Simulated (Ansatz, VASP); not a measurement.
## Two plane-wave programs on CaB3

```
CELL_PARAMETERS angstrom
5.57378 0.00000 0.00000
-2.78689 4.82704 0.00000
0.00000 0.00000 3.35004
ATOMIC_POSITIONS crystal
Ca 0.33333 0.66667 0.25000
Ca 0.66667 0.33333 0.75000
B 0.89427 0.78855 0.25000
B 0.10573 0.89427 0.75000
B 0.21145 0.10573 0.25000
B 0.10573 0.21145 0.75000
B 0.89427 0.10573 0.25000
B 0.78855 0.89427 0.75000
```

Alike in both runs: functional PBE; k mesh 6 × 6 × 4; occupations gaussian, width 0.1 eV; no spin polarisation.

Ansatz relaxed the structure, and its values are those at the end. VASP's run is a single point on that final structure, the one shown.

```csv
,VASP,Ansatz
version,VASP 6.6.1,Ansatz 0.2.0
potentials or method,"VASP PAW PBE potentials, release 64 (Ca_sv, B), cutoff 520 eV","scalar-relativistic, plane waves, PAW"
valence electrons in the cell,38,38
```

Ansatz gave:

* gap on the k mesh at the Fermi level (eV): none
* pressure (GPa): 0.2
* rms of the force components (eV/Å): 0.002

Task: Estimate VASP's values.

Result: gap on the k mesh at the Fermi level (eV): none; pressure (GPa): 0.4; rms of the force components (eV/Å): 0.004.

A gap of «none» marks a metal or a gap that the smearing closes. With one functional, cell and mesh, what is left measures potentials, basis and numerics.

The k mesh is coarse, so the values compare programs but aren't converged.
